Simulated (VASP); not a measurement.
# MgO (Fm-3m) in VASP: further runs

Runs on MgO. Level: r2SCAN. Tasks: single point.

Everything below comes from runs of VASP 6.6.1. Logs are shortened: lines on timing, memory, paths and dates and some standing lists are left out, and cuts for length are marked.

### Step 1. The cell of the first run

Symmetry: Fm-3m, No. 225, cubic system. The conventional cell has a = 4.287 Å, b = 4.287 Å, c = 4.287 Å, α = 90.00°, β = 90.00°, γ = 90.00°. Mg (site symmetry m-3m) has 6 O at 2.14 Å within 2.8 Å. Within 2.8 Å of O (site symmetry m-3m) lie 6 Mg at 2.14 Å.

### Step 2. Single point, r2SCAN (9.85 Å³/atom)

POSCAR

```
MgO
1.0
    0.0000000000      2.1433978369      2.1433978369
    2.1433978369      0.0000000000      2.1433978369
    2.1433978369      2.1433978369      0.0000000000
Mg O
1 1
Direct
    0.0000000000      0.0000000000      0.0000000000
    0.5000000000      0.5000000000      0.5000000000
```

INCAR.step1

```
SYSTEM = MgO
  PREC = Accurate
  ENCUT = 750
  ISMEAR = 0
  SIGMA = 0.02
  LREAL = .FALSE.
  LASPH = .TRUE.
  NELM = 120
  NBANDS = 15
  GGA = PE
  ALGO = Normal
  EDIFF = 1E-5
  LWAVE = .TRUE.
  LCHARG = .FALSE.
  GGA_COMPAT = .FALSE.
```

INCAR.step2

```
SYSTEM = MgO
  PREC = Accurate
  ENCUT = 750
  EDIFF = 1E-6
  ISMEAR = 0
  SIGMA = 0.02
  LREAL = .FALSE.
  LASPH = .TRUE.
  NELM = 120
  ALGO = Normal
  ISIF = 2
  LWAVE = .FALSE.
  LCHARG = .FALSE.
  METAGGA = R2SCAN
  LMIXTAU = .TRUE.
  NBANDS = 15
  ISTART = 1
  GGA_COMPAT = .FALSE.
```

KPOINTS

```
Automatic mesh
0
G
  10 10 10
  0 0 0
```

Potentials or basis: VASP PAW PBE potentials, release 64 (Mg_sv, O).

Command:

```
> cat potpaw_PBE.64/Mg_sv/POTCAR potpaw_PBE.64/O/POTCAR > POTCAR
> cp INCAR.step1 INCAR
> mpirun -np 1 vasp_std > vasp.out
> cp INCAR.step2 INCAR
> mpirun -np 1 vasp_std > vasp.out
```

OUTCAR:

```text
SYSTEM = MgO
   PREC = Accurate
   ENCUT = 750
   EDIFF = 1E-6
   ISMEAR = 0
   LREAL = .FALSE.
   LASPH = .TRUE.
   NELM = 120
   ISIF = 2
   METAGGA = R2SCAN
   ISTART = 1

 ion  position               nearest neighbor table
   1  0.000  0.000  0.000-
   2  0.500  0.500  0.500-

  LATTYP: Found a face centered cubic cell.
 ALAT       =     4.2867956738

  Lattice vectors:

 A1 = (   0.0000000000,   2.1433978369,   2.1433978369)
 A2 = (   2.1433978369,   0.0000000000,   2.1433978369)
 A3 = (   2.1433978369,   2.1433978369,   0.0000000000)

Analysis of symmetry for initial positions (statically):
=====================================================================
 Subroutine PRICEL returns:
 Original cell was already a primitive cell.

 Routine SETGRP: Setting up the symmetry group for a
 face centered cubic supercell.

 Subroutine GETGRP returns: Found 48 space group operations
 (whereof 48 operations were pure point group operations)
 out of a pool of 48 trial point group operations.

The static configuration has the point symmetry O_h .

Analysis of symmetry for dynamics (positions and initial velocities):
=====================================================================
 Subroutine PRICEL returns:
 Original cell was already a primitive cell.

 Routine SETGRP: Setting up the symmetry group for a
 face centered cubic supercell.

 Subroutine GETGRP returns: Found 48 space group operations
 (whereof 48 operations were pure point group operations)
 out of a pool of 48 trial point group operations.

The dynamic configuration has the point symmetry O_h .

 Subroutine INISYM returns: Found 48 space group operations
 (whereof 48 operations are pure point group operations),
 and found     1 'primitive' translations

----------------------------------------------------------------------------------------

                                     Primitive cell

  volume of cell :      19.6942

  direct lattice vectors                    reciprocal lattice vectors
     0.000000000  2.143397837  2.143397837    -0.233274473  0.233274473  0.233274473
     2.143397837  0.000000000  2.143397837     0.233274473 -0.233274473  0.233274473
     2.143397837  2.143397837  0.000000000     0.233274473  0.233274473 -0.233274473

  length of vectors
     3.031222291  3.031222291  3.031222291     0.404043239  0.404043239  0.404043239

  position of ions in fractional coordinates (direct lattice)
     0.000000000  0.000000000  0.000000000
     0.500000000  0.500000000  0.500000000

  ion indices of the primitive-cell ions
   primitive index   ion index
                 1           1
                 2           2

----------------------------------------------------------------------------------------

 KPOINTS: Automatic mesh

Automatic generation of k-mesh.
 Grid dimensions read from file:
 generate k-points for:   10   10   10

 Generating k-lattice:

  Cartesian coordinates                     Fractional coordinates (reciprocal lattice)
    -0.023327447  0.023327447  0.023327447     0.100000000  0.000000000  0.000000000
     0.023327447 -0.023327447  0.023327447     0.000000000  0.100000000  0.000000000
     0.023327447  0.023327447 -0.023327447     0.000000000  0.000000000  0.100000000

  Length of vectors
     0.040404324  0.040404324  0.040404324

  Shift w.r.t. Gamma in fractional coordinates (k-lattice)
     0.000000000  0.000000000  0.000000000

 Subroutine IBZKPT returns following result:
 ===========================================

 Found     47 irreducible k-points:

 Following reciprocal coordinates:
            Coordinates               Weight
  0.000000  0.000000  0.000000      1.000000
  0.100000  0.000000  0.000000      8.000000
  0.200000  0.000000  0.000000      8.000000
  0.300000  0.000000  0.000000      8.000000
  0.400000  0.000000  0.000000      8.000000
  0.500000  0.000000  0.000000      4.000000
[... 16 lines left out ...]
  0.300000  0.300000  0.000000      6.000000
  0.400000  0.300000  0.000000     24.000000
 [... further k-points ...]
   k-points           NKPTS =     47   k-points in BZ     NKDIM =     47   number of bands    NBANDS=     15
   number of dos      NEDOS =    301   number of ions     NIONS =      2
   total plane-waves  NPLWV =  21952
   dimension x,y,z NGX =    28 NGY =   28 NGZ =   28
   dimension x,y,z NGXF=    56 NGYF=   56 NGZF=   56
   ions per type =               1   1
   NGX,Y,Z   is equivalent  to a cutoff of  15.36, 15.36, 15.36 a.u.
   NGXF,Y,Z  is equivalent  to a cutoff of  30.71, 30.71, 30.71 a.u.
 SYSTEM =  MgO
   PREC   = accura    normal or accurate (medium, high low for compatibility)
   ISTART =      1    job   : 0-new  1-cont  2-samecut
   ICHARG =      0    charge: 1-file 2-atom 10-const
   ISPIN  =      1    spin polarized calculation?
   LNONCOLLINEAR =      F non collinear calculations
   LSORBIT =      F    spin-orbit coupling
   LASPH  =      T    aspherical Exc in radial PAW
   ENCUT  =  750.0 eV  55.12 Ry    7.42 a.u.   6.77  6.77  6.77*2*pi/ulx,y,z
   NELM   =    120;   NELMIN=  2; NELMDL=  0     # of ELM steps
   EDIFF  = 0.1E-05   stopping-criterion for ELM
   LREAL  =      F    real-space projection
   EDIFFG = 0.1E-04   stopping-criterion for IOM
   NSW    =      0    number of steps for IOM
   IBRION =     -1    ionic relax: 0-MD 1-quasi-New 2-CG
   NFREE  =      0    steps in history (QN), initial steepest desc. (CG)
   ISIF   =      2    stress and relaxation
   ISYM   =      2    0-nonsym 1-usesym 2-fastsym
   POTIM  = 0.5000    time-step for ionic-motion
   TEBEG  =    0.0;   TEEND  =   0.0 temperature during run
   PSTRESS=    0.0 pullay stress
   NELECT =      16.0000    total number of electrons
   NUPDOWN=      -1.0000    fix difference up-down
   EMIN   =  10.00;   EMAX   =-10.00  energy-range for DOS
   EFERMI =   0.00;   METHOD = LEGACY
   ISMEAR =     0;   SIGMA  =   0.02  broadening in eV -4-tet -1-fermi 0-gaus
   EFERMI_NEDOS =   21; number of points for ismear=-14 and -15
   IALGO  =     38    algorithm
   IMIX   =      4    mixing-type and parameters
     AMIX     =   0.40;   BMIX     =  1.00
     AMIX_MAG =   1.60;   BMIX_MAG =  1.00
  volume/ion in A,a.u.               =       9.85        66.45
  Fermi-wavevector in a.u.,A,eV,Ry     =   1.527573  2.886695 31.748922  2.333480
  Thomas-Fermi vector in A             =   2.635451
   LORBIT       =      0    0 simple, 1 ext, 2 COOP (PROOUT), +10 PAW based schemes
   METAGGA = R2SCAN    functional components
   LHFCALC =     F    Hartree Fock is set to
   AEXX    =    0.0000 exact exchange contribution
   IVDW    =     0    specifies the selected vdW correction
   LEPSILON=     F    determine dielectric tensor
   LRPA    =     F    only Hartree local field effects (RPA)
 non-spin polarized calculation
 Gauss-broadening in eV      SIGMA  =   0.02
  energy-cutoff  :      750.00
  volume of cell :       19.69
 maximum number of plane-waves:       941
   NGX = 13   NGY = 13   NGZ = 13

 number of electron      16.0000001 magnetization

 Free energy of the ion-electron system (eV)
  ---------------------------------------------------
  ext. energy  EPLUGINS =         0.00000000
  ---------------------------------------------------
  free energy    TOTEN  =       -16.13834904 eV

  energy without entropy =      -16.13834904  energy(sigma->0) =      -16.13834904

 E-fermi :   2.4103     XC(G=0): -11.7508

 val. band max:        2.1485754635   @ k =   0.0000   0.0000   0.0000
 cond. band min:       7.2834178470   @ k =   0.0000   0.0000   0.0000
 fundamental gap:      5.1348423835
 Fermi energy:         2.4103459463

 k-point     1 :       0.0000    0.0000    0.0000
  band No.  band energies     occupation
      1     -73.0256      2.00000
      2     -38.1211      2.00000
      3     -38.1211      2.00000
      4     -38.1211      2.00000
      5     -15.7803      2.00000
      6       2.1486      2.00000
      7       2.1486      2.00000
      8       2.1486      2.00000
      9       7.2834      0.00000
     10      18.6959      0.00000
     11      18.6959      0.00000
     12      18.6959      0.00000
     13      22.6495      0.00000
     14      24.4316      0.00000
     15      24.4316      0.00000

 k-point     2 :       0.1000    0.0000    0.0000
  band No.  band energies     occupation
      1     -73.0249      2.00000
      2     -38.1274      2.00000
      3     -38.1215      2.00000
      4     -38.1215      2.00000
      5     -15.6835      2.00000
      6       1.5378      2.00000
      7       2.0853      2.00000
      8       2.0853      2.00000
      9       7.8972      0.00000
     10      17.4609      0.00000
     11      18.9303      0.00000
     12      18.9303      0.00000
     13      23.6682      0.00000
     14      23.6682      0.00000
     15      24.2671      0.00000

 k-point     3 :       0.2000    0.0000    0.0000
  band No.  band energies     occupation
      1     -73.0234      2.00000
      2     -38.1444      2.00000
      3     -38.1232      2.00000
      4     -38.1232      2.00000
      5     -15.4200      2.00000
      6       0.2806      2.00000
      7       1.9241      2.00000
      8       1.9241      2.00000
      9       9.1097      0.00000
     10      15.9349      0.00000
     11      19.3913      0.00000
     12      19.3913      0.00000
     13      22.9611      0.00000
     14      22.9611      0.00000
     15      25.1372      0.00000
[... 343 lines left out ...]
 k-point    23 :       0.3000    0.3000    0.0000
  band No.  band energies     occupation
      1     -73.0202      2.00000
      2     -38.1595      2.00000
      3     -38.1356      2.00000
      4     -38.1356      2.00000
      5     -14.9003      2.00000
      6      -0.8413      2.00000
      7       1.2537      2.00000
      8       1.2537      2.00000
      9      11.4644      0.00000
     10      13.4090      0.00000
     11      17.2611      0.00000
     12      20.7541      0.00000
     13      20.7541      0.00000
     14      27.0843      0.00000
     15      30.0932      0.00000

 k-point    24 :       0.4000    0.3000    0.0000
  band No.  band energies     occupation
      1     -73.0189      2.00000
      2     -38.1679      2.00000
      3     -38.1398      2.00000
      4     -38.1380      2.00000
      5     -14.6884      2.00000
      6      -1.2402      2.00000
      7       0.9120      2.00000
      8       1.1119      2.00000
      9      12.2560      0.00000
     10      13.1126      0.00000
     11      16.4246      0.00000
     12      20.9896      0.00000
     13      21.1953      0.00000
     14      27.8264      0.00000
     15      29.6227      0.00000

 [... further k-points ...]

------------------------ aborting loop because EDIFF is reached ----------------------------------------

  FORCE on cell =-STRESS in cart. coord.  units (eV):
  Direction    XX          YY          ZZ          XY          YZ          ZX
  --------------------------------------------------------------------------------------
  -------------------------------------------------------------------------------------
  Total       -1.0628751     -1.0628751     -1.0628751      0.0000000      0.0000000      0.0000000
  in kB      -86.4678126    -86.4678126    -86.4678126      0.0000000      0.0000000      0.0000000
  external PRESSURE =     -86.4678126 kB  Pullay stress =       0.0000000 kB

 VOLUME and BASIS-vectors are now :
 -----------------------------------------------------------------------------
  energy-cutoff  :      750.00
  volume of cell :       19.69
      direct lattice vectors                 reciprocal lattice vectors
     0.000000000  2.143397837  2.143397837    -0.233274473  0.233274473  0.233274473
     2.143397837  0.000000000  2.143397837     0.233274473 -0.233274473  0.233274473
     2.143397837  2.143397837  0.000000000     0.233274473  0.233274473 -0.233274473

 POSITION                                       TOTAL-FORCE (eV/Angst)
 -----------------------------------------------------------------------------------
      0.00000      0.00000      0.00000         0.000000     -0.000000     -0.000000
      2.14340      2.14340      2.14340        -0.000000      0.000000      0.000000
 -----------------------------------------------------------------------------------
    total drift:                                0.000000      0.000000      0.000000

  FREE ENERGIE OF THE ION-ELECTRON SYSTEM (eV)
  ---------------------------------------------------
  free  energy   TOTEN  =       -16.1383490381 eV

  energy  without entropy=      -16.1383490381  energy(sigma->0) =      -16.13834904
```

Run time: 78 s. Hardware: 1 thread of Intel Xeon Platinum 8488C (Sapphire Rapids), shared host; peak memory 0.17 GiB.

What came out:

- Free energy: -16.1383 eV
- Pressure: -8.6 GPa
- Band gap on the k mesh: 5.13 eV

Caveat: the cell stands under tension; the PAW data sets were made with another functional, which shifts forces and pressure a little. r2SCAN opens gaps a little over a GGA but as a rule still falls short of measured ones.

### Step 3. Single point, r2SCAN (9.01 Å³/atom)

This run uses another cell than the first one, of 9.01 Å³/atom.

POSCAR

```
MgO
1.0
    0.0000000000      2.0809329058      2.0809329058
    2.0809329058      0.0000000000      2.0809329058
    2.0809329058      2.0809329058      0.0000000000
Mg O
1 1
Direct
    0.0000000000      0.0000000000      0.0000000000
    0.5000000000      0.5000000000      0.5000000000
```

INCAR.step1

```
SYSTEM = MgO
PREC = Accurate ; ENCUT = 750
ISMEAR = 0 ; SIGMA = 0.02
LREAL = .FALSE. ; LASPH = .TRUE.
NELM = 120 ; NBANDS = 15
GGA = PE ; ALGO = Normal
EDIFF = 1E-5 ; LWAVE = .TRUE.
LCHARG = .FALSE. ; GGA_COMPAT = .FALSE.
```

INCAR.step2

```
SYSTEM = MgO
PREC = Accurate ; ENCUT = 750
EDIFF = 1E-6 ; ISMEAR = 0
SIGMA = 0.02 ; LREAL = .FALSE.
LASPH = .TRUE. ; NELM = 120
ALGO = Normal ; ISIF = 2
LWAVE = .FALSE. ; LCHARG = .TRUE.
METAGGA = R2SCAN ; LMIXTAU = .TRUE.
LELF = .TRUE. ; LVHAR = .TRUE.
NBANDS = 15 ; ISTART = 1
GGA_COMPAT = .FALSE.
```

KPOINTS is that of step 2.

Potentials or basis: VASP PAW PBE potentials, release 64 (Mg_sv, O).

Command:

```
> cat potpaw_PBE.64/Mg_sv/POTCAR potpaw_PBE.64/O/POTCAR > POTCAR
> cp INCAR.step1 INCAR
> mpirun -np 1 vasp_std > vasp.out
> cp INCAR.step2 INCAR
> mpirun -np 1 vasp_std > vasp.out
```

It took 1.9 min on 1 thread of Intel Xeon Platinum 8259CL at 2.50GHz (Skylake/Cascade Lake), shared host; peak memory 0.17 GiB.

Results (log left out):

```
Free energy            : -16.1504 eV
Pressure               : 5.1 GPa
Band gap on the k mesh : 6.02 eV
```

Levels at points of the mesh, in eV from the valence-band top:
```csv
k point,band 4,band 5,band 6,band 7,band 8,band 9,band 10,band 11,band 12,band 13
"(0.00, 0.00, 0.00)",-39.93,-18.37,0.00,0.00,0.00,6.02,17.07,17.07,17.07,21.29
"(0.50, 0.00, 0.00)",-39.94,-17.00,-4.76,-0.72,-0.72,9.07,14.28,17.89,17.89,23.09
"(0.50, 0.50, 0.00)",-39.96,-16.79,-4.22,-1.42,-1.42,10.09,11.57,14.72,21.04,21.04
```

Caveat: the cell stands under pressure; the PAW data sets were made with another functional, which shifts forces and pressure a little.

### Step 4. Single point, r2SCAN (8.73 Å³/atom)

This run uses another cell than the first one, of 8.73 Å³/atom.

POSCAR

```
MgO
1.0
    0.0000000000      2.0592549449      2.0592549449
    2.0592549449      0.0000000000      2.0592549449
    2.0592549449      2.0592549449      0.0000000000
Mg O
1 1
Direct
    0.0000000000      0.0000000000      0.0000000000
    0.5000000000      0.5000000000      0.5000000000
```

INCAR.step1

```
PREC     = Accurate       # precision mode
ENCUT    = 750            # plane-wave cutoff, eV
ISMEAR   = 0              # smearing method
SIGMA    = 0.02           # smearing width, eV
LREAL    = False          # projectors in reciprocal space
LASPH    = True           # aspherical terms in the spheres
NELM     = 120            # most SCF steps
NBANDS   = 15             # bands
GGA      = PE             # functional
ALGO     = Normal         # electronic algorithm
EDIFF    = 1E-5           # SCF threshold, eV
LWAVE    = True           # write WAVECAR
LCHARG   = False          # write CHGCAR
GGA_COMPAT= False
```

INCAR.step2

```
PREC     = Accurate       # precision mode
ENCUT    = 750            # plane-wave cutoff, eV
EDIFF    = 1E-6           # SCF threshold, eV
ISMEAR   = 0              # smearing method
SIGMA    = 0.02           # smearing width, eV
LREAL    = False          # projectors in reciprocal space
LASPH    = True           # aspherical terms in the spheres
NELM     = 120            # most SCF steps
ALGO     = Normal         # electronic algorithm
ISIF     = 2              # what is computed and relaxed
LWAVE    = False          # write WAVECAR
LCHARG   = False          # write CHGCAR
METAGGA  = R2SCAN         # meta-GGA
LMIXTAU  = True         
NBANDS   = 15             # bands
ISTART   = 1            
GGA_COMPAT= False
```

KPOINTS

```
Automatic mesh
0
Gamma
  10 10 10
```

Command:

```
> cat potpaw_PBE.64/Mg_sv/POTCAR potpaw_PBE.64/O/POTCAR > POTCAR
> cp INCAR.step1 INCAR
> mpirun -np 1 vasp_std > vasp.out
> cp INCAR.step2 INCAR
> mpirun -np 1 vasp_std > vasp.out
```

It took 73 s on 1 thread of AMD EPYC 7R13 (Zen 3), shared host; peak memory 0.14 GiB.

The run converged. Its results:

* Free energy: -16.1183 eV
* Pressure: 11.3 GPa
* Band gap on the k mesh: 6.36 eV

Levels at points of the mesh, in eV from the valence-band top:
| k point | band 4 | band 5 | band 6 | band 7 | band 8 | band 9 | band 10 | band 11 | band 12 | band 13 |
| --- | --- | --- | --- | --- | --- | --- | --- | --- | --- | --- |
| (0.00, 0.00, 0.00) | -39.82 | -18.54 | 0.00 | 0.00 | 0.00 | 6.36 | 17.26 | 17.26 | 17.26 | 21.57 |
| (0.50, 0.00, 0.00) | -39.83 | -17.08 | -4.91 | -0.75 | -0.75 | 9.29 | 14.66 | 18.23 | 18.23 | 23.61 |
| (0.50, 0.50, 0.00) | -39.85 | -16.86 | -4.35 | -1.46 | -1.46 | 10.13 | 11.94 | 15.09 | 21.56 | 21.56 |

Caveat: the cell stands under pressure; the PAW data sets were made with another functional, which shifts forces and pressure a little.

### Step 5. The runs side by side

| cell | gap on the mesh (eV) | pressure (GPa) |
| --- | --- | --- |
| a = 3.031 Å, angles 60.0°, 2 atoms | 5.13 | -8.6 |
| a = 2.943 Å, angles 60.0°, 2 atoms | 6.02 | 5.1 |
| a = 2.912 Å, angles 60.0°, 2 atoms | 6.36 | 11.3 |

Alike in all rows: task single point; level r2SCAN; potentials or basis VASP PAW PBE potentials, release 64 (Mg_sv, O); no spin polarisation; k mesh 10 × 10 × 10; cutoff (eV) 750; smearing gaussian 0.02 eV.

Caveats: the PAW data sets were made with another functional, which shifts forces and pressure a little; the cell stands under pressure (at least some runs); the cell stands under tension (at least some runs).

Absolute energies hang on the potentials; compare differences alone.
